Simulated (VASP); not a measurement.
# HfMg3Cu (P4/mmm) in VASP: further runs

The runs below take HfMg3Cu through single point, with PBE.

Program: VASP 6.6.1. These are calculated values, not measurements. Logs are shortened: lines on timing, memory, paths and dates and some standing lists are left out, and cuts for length are marked.

## (1) The cell of the first run

Symmetry: P4/mmm, No. 123, tetragonal system. The conventional cell has a = 4.240 Å, b = 4.240 Å, c = 5.380 Å, α = 90.00°, β = 90.00°, γ = 90.00°. Mg (site symmetry 4/mmm) has 2 Hf at 2.69 Å and 8 Mg at 3.16 Å within 3.5 Å. Mg (site symmetry 4mm) has 1 Cu at 1.71 Å and 1 Mg at 1.97 Å within 2.3 Å. Within 3.5 Å of Hf (site symmetry 4/mmm) lie 10 Mg at 2.69 to 3.45 Å and 4 Cu at 3.00 Å. Cu (site symmetry 4/mmm) has 2 Mg at 1.71 Å within 2.3 Å.

The cell was generated, and may not be a known phase.

## (2) Single point, PBE

INCAR

```
SYSTEM = HfMg3Cu
PREC = Accurate ; ENCUT = 520
EDIFF = 1E-6 ; ISMEAR = 0
SIGMA = 0.1 ; LREAL = .False.
LASPH = .True. ; NELM = 100
ALGO = Fast ; ISIF = 2
LWAVE = .False. ; LCHARG = .False.
GGA = PE ; NBANDS = 22
```

KPOINTS

```
Automatic mesh
0
Gamma
  4 4 4
  0 0 0
```

POSCAR

```
HfMg3Cu
1.0
    4.2395376900      0.0000000000      0.0000000000
    0.0000000000      4.2395376900      0.0000000000
    0.0000000000      0.0000000000      5.3804376000
Mg Hf Cu
3 1 1
Direct
    0.5000000000      0.5000000000      0.5000000000
    0.0000000000      0.0000000000      0.3169378900
    0.0000000000      0.0000000000      0.6830621100
    0.5000000000      0.5000000000      0.0000000000
    0.0000000000      0.0000000000      0.0000000000
```

Potentials or basis: VASP PAW PBE potentials, release 64 (Mg, Hf_pv, Cu).

Started as:

```sh
$ cat potpaw_PBE.64/Mg/POTCAR potpaw_PBE.64/Hf_pv/POTCAR potpaw_PBE.64/Cu/POTCAR > POTCAR
$ mpirun -np 1 vasp_std > vasp.out
```

OUTCAR:

```text
SYSTEM = HfMg3Cu
   PREC = Accurate
   ENCUT = 520
   EDIFF = 1E-6
   ISMEAR = 0
   LREAL = .False.
   LASPH = .True.
   NELM = 100
   ISIF = 2
   GGA = PE

 ion  position               nearest neighbor table
   1  0.500  0.500  0.500-   4 2.69   4 2.69   2 3.16   3 3.16   2 3.16   3 3.16   2 3.16   3 3.16
                             2 3.16   3 3.16
   2  0.000  0.000  0.317-   5 1.71   3 1.97   1 3.16   1 3.16   1 3.16   1 3.16   3 3.41   4 3.45
                             4 3.45   4 3.45   4 3.45
   3  0.000  0.000  0.683-   5 1.71   2 1.97   1 3.16   1 3.16   1 3.16   1 3.16   2 3.41   4 3.45
                             4 3.45   4 3.45   4 3.45
   4  0.500  0.500  0.000-   1 2.69   1 2.69   5 3.00   5 3.00   5 3.00   5 3.00   3 3.45   2 3.45
                             2 3.45   3 3.45   3 3.45   2 3.45   3 3.45   2 3.45
   5  0.000  0.000  0.000-   2 1.71   3 1.71   4 3.00   4 3.00   4 3.00   4 3.00

  LATTYP: Found a simple tetragonal cell.
 ALAT       =     4.2395376900
 C/A-ratio  =     1.2691095099

  Lattice vectors:

 A1 = (   4.2395376900,   0.0000000000,   0.0000000000)
 A2 = (   0.0000000000,   4.2395376900,   0.0000000000)
 A3 = (   0.0000000000,   0.0000000000,   5.3804376000)

Analysis of symmetry for initial positions (statically):
=====================================================================
 Subroutine PRICEL returns:
 Original cell was already a primitive cell.

 Routine SETGRP: Setting up the symmetry group for a
 simple tetragonal supercell.

 Subroutine GETGRP returns: Found 16 space group operations
 (whereof 16 operations were pure point group operations)
 out of a pool of 16 trial point group operations.

The static configuration has the point symmetry D_4h.

Analysis of symmetry for dynamics (positions and initial velocities):
=====================================================================
 Subroutine PRICEL returns:
 Original cell was already a primitive cell.

 Routine SETGRP: Setting up the symmetry group for a
 simple tetragonal supercell.

 Subroutine GETGRP returns: Found 16 space group operations
 (whereof 16 operations were pure point group operations)
 out of a pool of 16 trial point group operations.

The dynamic configuration has the point symmetry D_4h.

 Subroutine INISYM returns: Found 16 space group operations
 (whereof 16 operations are pure point group operations),
 and found     1 'primitive' translations

----------------------------------------------------------------------------------------

                                     Primitive cell

[... 93 lines left out ...]
   IBRION =     -1    ionic relax: 0-MD 1-quasi-New 2-CG
   NFREE  =      0    steps in history (QN), initial steepest desc. (CG)
   ISIF   =      2    stress and relaxation
   ISYM   =      2    0-nonsym 1-usesym 2-fastsym
   POTIM  = 0.5000    time-step for ionic-motion
   TEBEG  =    0.0;   TEEND  =   0.0 temperature during run
   PSTRESS=    0.0 pullay stress
   NELECT =      27.0000    total number of electrons
   NUPDOWN=      -1.0000    fix difference up-down
   EMIN   =  10.00;   EMAX   =-10.00  energy-range for DOS
   EFERMI =   0.00;   METHOD = LEGACY
   ISMEAR =     0;   SIGMA  =   0.10  broadening in eV -4-tet -1-fermi 0-gaus
   EFERMI_NEDOS =   21; number of points for ismear=-14 and -15
   IALGO  =     68    algorithm
   IMIX   =      4    mixing-type and parameters
     AMIX     =   0.40;   BMIX     =  1.00
     AMIX_MAG =   1.60;   BMIX_MAG =  1.00
  volume/ion in A,a.u.               =      19.34       130.52
  Fermi-wavevector in a.u.,A,eV,Ry     =   1.069985  2.021979 15.576888  1.144869
  Thomas-Fermi vector in A             =   2.205682
   LORBIT       =      0    0 simple, 1 ext, 2 COOP (PROOUT), +10 PAW based schemes
   GGA     = PE    functional components
   LHFCALC =     F    Hartree Fock is set to
   AEXX    =    0.0000 exact exchange contribution
   IVDW    =     0    specifies the selected vdW correction
   LEPSILON=     F    determine dielectric tensor
   LRPA    =     F    only Hartree local field effects (RPA)
 non-spin polarized calculation
 RMM-DIIS sequential band-by-band and
 Gauss-broadening in eV      SIGMA  =   0.10
  energy-cutoff  :      520.00
  volume of cell :       96.71
 maximum number of plane-waves:      2644
 NGX is ok and might be reduce to    32
   NGX = 15   NGY = 15   NGZ = 21

 number of electron      27.0000019 magnetization

 Free energy of the ion-electron system (eV)
  ---------------------------------------------------
  ext. energy  EPLUGINS =         0.00000000
  ---------------------------------------------------
  free energy    TOTEN  =        -6.40511397 eV

  energy without entropy =       -6.37003654  energy(sigma->0) =       -6.38757526

 E-fermi :   3.8933     XC(G=0):  -9.7639

 val. band max:        3.8830809147   @ k =   0.2500   0.0000   0.2500
 cond. band min:       3.9138593110   @ k =   0.5000   0.2500   0.5000
 fundamental gap:      0.0307783963
 Fermi energy:         3.8932555183

 k-point     1 :       0.0000    0.0000    0.0000
  band No.  band energies     occupation
      1     -27.3508      2.00000
      2     -27.2865      2.00000
      3     -27.2865      2.00000
      4      -3.4946      2.00000
      5      -1.2786      2.00000
      6      -1.0978      2.00000
[... 439 lines left out ...]
     21       8.9172      0.00000
     22       9.3355      0.00000

------------------------ aborting loop because EDIFF is reached ----------------------------------------

  FORCE on cell =-STRESS in cart. coord.  units (eV):
  Direction    XX          YY          ZZ          XY          YZ          ZX
  --------------------------------------------------------------------------------------
  -------------------------------------------------------------------------------------
  Total       -5.7433308     -5.7433308     64.2232801      0.0000000     -0.0000000     -0.0000000
  in kB      -95.1524138    -95.1524138   1064.0167509      0.0000000     -0.0000000     -0.0000000
  external PRESSURE =     291.2373077 kB  Pullay stress =       0.0000000 kB

 VOLUME and BASIS-vectors are now :
 -----------------------------------------------------------------------------
  energy-cutoff  :      520.00
  volume of cell :       96.71
      direct lattice vectors                 reciprocal lattice vectors
     4.239537690  0.000000000  0.000000000     0.235874775  0.000000000  0.000000000
     0.000000000  4.239537690  0.000000000     0.000000000  0.235874775  0.000000000
     0.000000000  0.000000000  5.380437600     0.000000000  0.000000000  0.185858489

 POSITION                                       TOTAL-FORCE (eV/Angst)
 -----------------------------------------------------------------------------------
      2.11977      2.11977      2.69022        -0.000000     -0.000000      0.000000
      0.00000      0.00000      1.70526         0.000000      0.000000      4.461131
      0.00000      0.00000      3.67517        -0.000000      0.000000     -4.461131
      2.11977      2.11977      0.00000        -0.000000     -0.000000      0.000000
      0.00000      0.00000      0.00000        -0.000000     -0.000000      0.000000
 -----------------------------------------------------------------------------------
    total drift:                                0.000000     -0.000000     -0.000000

  FREE ENERGIE OF THE ION-ELECTRON SYSTEM (eV)
  ---------------------------------------------------
  free  energy   TOTEN  =        -6.4051139675 eV

  energy  without entropy=       -6.3700365443  energy(sigma->0) =       -6.38757526
```

OSZICAR:

```text
N       E                     dE             d eps       ncg     rms          rms(c)
DAV:   1     0.140907095945E+03    0.14091E+03   -0.11859E+04   792   0.117E+03
DAV:   2     0.188610819466E+00   -0.14072E+03   -0.13444E+03   834   0.279E+02
DAV:   3    -0.730689166668E+01   -0.74955E+01   -0.72671E+01  1070   0.598E+01
DAV:   4    -0.756425609466E+01   -0.25736E+00   -0.25533E+00   962   0.102E+01
DAV:   5    -0.757449232361E+01   -0.10236E-01   -0.10234E-01  1140   0.218E+00    0.320E+01
RMM:   6    -0.659184687681E+01    0.98265E+00   -0.29515E+00  1024   0.179E+01    0.189E+01
RMM:   7    -0.661115284424E+01   -0.19306E-01   -0.19648E+00   983   0.165E+01    0.689E+00
RMM:   8    -0.643705650821E+01    0.17410E+00   -0.17713E+00   934   0.161E+01    0.196E+00
RMM:   9    -0.640815864842E+01    0.28898E-01   -0.25818E-01  1067   0.633E+00    0.106E+00
RMM:  10    -0.640567296446E+01    0.24857E-02   -0.44235E-02  1086   0.149E+00    0.383E-01
RMM:  11    -0.640508846358E+01    0.58450E-03   -0.75594E-03  1121   0.687E-01    0.123E-01
RMM:  12    -0.640511155655E+01   -0.23093E-04   -0.14868E-03  1198   0.278E-01    0.171E-01
RMM:  13    -0.640513128695E+01   -0.19730E-04   -0.55626E-04  1089   0.244E-01    0.154E-01
RMM:  14    -0.640510806170E+01    0.23225E-04   -0.25047E-04  1069   0.186E-01    0.632E-02
RMM:  15    -0.640511367021E+01   -0.56085E-05   -0.74974E-05  1202   0.474E-02    0.684E-02
RMM:  16    -0.640511396751E+01   -0.29730E-06   -0.81852E-06   981   0.179E-02
   1 F= -.64051140E+01 E0= -.63875753E+01  d E =-.350774E-01
```

stdout:

```text
POSCAR found type information on POSCAR MgHfCu
 POSCAR found :  3 types and       5 ions
 scaLAPACK will be used
 LDA part: xc-table for (Slater+PW92), standard interpolation
 POSCAR, INCAR and KPOINTS ok, starting setup
 FFT: planning ... GRIDC
 FFT: planning ... GRID_SOFT
 FFT: planning ... GRID
 WAVECAR not read
 entering main loop
```

It took 45 s on 1 thread of Intel Xeon Platinum 8488C (Sapphire Rapids), shared host; peak memory 0.22 GiB.

Results:

```yaml
Free_energy: -6.4051 eV
Pressure: 29.1 GPa
Largest_force: 4.461 eV/Å
Band_gap_on_the_k_mesh: zero (an odd number of electrons rules out a gap without spin polarisation)
```

Forces on the atoms (eV/Å):
```
Mg   0.000  0.000  0.000
Mg   0.000  0.000  4.461
Mg   0.000  0.000 -4.461
Hf   0.000  0.000  0.000
Cu   0.000  0.000  0.000
```

Stress tensor (GPa, compression positive):
```
 -9.52   0.00   0.00
  0.00  -9.52   0.00
  0.00   0.00 106.40
```

Caveat: the k points lie up to 0.37 Å⁻¹ apart, too coarse for converged energies and pressures of a metal; atoms lie so close that the PAW spheres overlap strongly, which falsifies energies and pressures; spin-orbit coupling is left out, which moves the levels of the heavy elements; forces of over 1 eV/Å act on the atoms, so gaps and moduli don't describe the material at rest.

## (3) Single point, PBE

This run uses another cell than the first one, of 22.37 Å³/atom.

INCAR

```
PREC = Accurate ; ENCUT = 520
EDIFF = 1E-6 ; ISMEAR = 0
SIGMA = 0.1 ; LREAL = F
LASPH = T ; NELM = 80
ALGO = Normal ; ISIF = 2
LWAVE = F ; LCHARG = F
GGA = PE ; NBANDS = 22
```

KPOINTS

```
regular mesh
0
Gamma
  4 4 4
```

POSCAR

```
HfMg3Cu
1.0
    3.6718348713      0.0000000000      0.0000000000
    0.0000000000      3.6718348713      0.0000000000
    0.0000000000      0.0000000000      8.2948600285
Mg Hf Cu
3 1 1
Direct
    0.5000000000      0.5000000000      0.5000000000
    0.0000000000      0.0000000000      0.2943711060
    0.0000000000      0.0000000000      0.7056288940
    0.5000000000      0.5000000000      0.0000000000
    0.0000000000      0.0000000000      0.0000000000
```

Potentials or basis: VASP PAW PBE potentials, release 64 (Mg, Hf_pv, Cu).

Started as:

```sh
$ cat potpaw_PBE.64/Mg/POTCAR potpaw_PBE.64/Hf_pv/POTCAR potpaw_PBE.64/Cu/POTCAR > POTCAR
$ mpirun -np 1 vasp_std > vasp.out
```

It took 88 s on 1 thread of Intel Xeon Platinum 8488C (Sapphire Rapids), shared host; peak memory 0.24 GiB.

Results (log left out):

- Free energy: -16.8848 eV
- Pressure: -0.3 GPa
- Largest force: 0.009 eV/Å
- Band gap on the k mesh: zero (an odd number of electrons rules out a gap without spin polarisation)

Forces in eV/Å, atoms in the order of the input:
```
Mg   0.000  0.000  0.000
Mg   0.000  0.000 -0.009
Mg   0.000  0.000  0.009
Hf   0.000  0.000  0.000
Cu   0.000  0.000  0.000
```

Stress tensor (GPa, compression positive):
```
-0.40  0.00  0.00
 0.00 -0.40  0.00
 0.00  0.00 -0.06
```

Levels at points of the mesh, in eV from the Fermi level:
```
           k point  band 12  band 13  band 14  band 15  band 16  band 17
(0.00, 0.00, 0.00)     0.10     0.81     1.39     2.12     2.12     3.76
(0.50, 0.00, 0.00)    -2.41    -2.30    -0.78     0.13     0.86     1.95
(0.50, 0.50, 0.00)    -0.71    -0.24     0.12     0.12     0.76     0.76
(0.00, 0.00, 0.50)    -1.67     0.82     1.97     2.08     2.08     3.76
(0.50, 0.00, 0.50)    -2.96    -1.29    -0.70     0.13     1.15     2.19
(0.50, 0.50, 0.50)    -0.72    -0.33    -0.33    -0.03     0.00     1.08
```

Caveat: the k points lie up to 0.43 Å⁻¹ apart, too coarse for converged energies and pressures of a metal; spin-orbit coupling is left out, which moves the levels of the heavy elements.

The gap in the log of VASP goes by the Fermi energy; the results here count the filled bands.